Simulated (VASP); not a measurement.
Runs of VASP 6.6.1 on PbSe. The structure is that of space group I4/mmm (No. 139), or close to it. The cells are those of the table. 

| cell | gap on the mesh (eV) | pressure (GPa) |
| --- | --- | --- |
| a = 4.216, b = 4.216, c = 4.999 Å, angles 53.6, 53.6, 72.7°, 2 atoms | none | (a) |
| a = 4.822, b = 4.822, c = 3.783 Å, angles 66.9, 66.9, 46.2°, 2 atoms | none | 19.7 |
| a = 4.278, b = 4.278, c = 4.453 Å, angles 58.6, 58.6, 62.7°, 2 atoms | 0.08 | 3.5 |
| a = 4.210, b = 4.210, c = 4.861 Å, angles 54.7, 54.7, 70.5°, 2 atoms | none | 17.3 |
| a = 4.410, b = 4.410, c = 4.195 Å, angles 61.6, 61.6, 56.8°, 2 atoms | 0.08 | 3.6 |
| a = 4.725, b = 4.725, c = 3.858 Å, angles 65.9, 65.9, 48.2°, 2 atoms | none | (b) |
| a = 4.243, b = 4.243, c = 4.572 Å, angles 57.4, 57.4, 65.2°, 2 atoms | 0.19 | (c) |
| a = 4.219, b = 4.219, c = 4.704 Å, angles 56.1, 56.1, 67.8°, 2 atoms | none | 10.9 |

Alike in all rows: task single point; level PBE; potentials or basis VASP PAW PBE potentials, release 64 (Pb_d, Se); no spin polarisation; k mesh 10 × 10 × 10; cutoff (eV) 520; smearing gaussian 0.03 eV.

Q: Fill in the values left out.

A: (a) 28.9; (b) 16.0; (c) 6.7.

Caveats: spin-orbit coupling is left out, which moves the levels of the heavy elements.

A k mesh can miss the band edges, and the runs leave out spin-orbit coupling on Pb, Se.

A gap of «none» marks levels without a gap at the run's occupations.
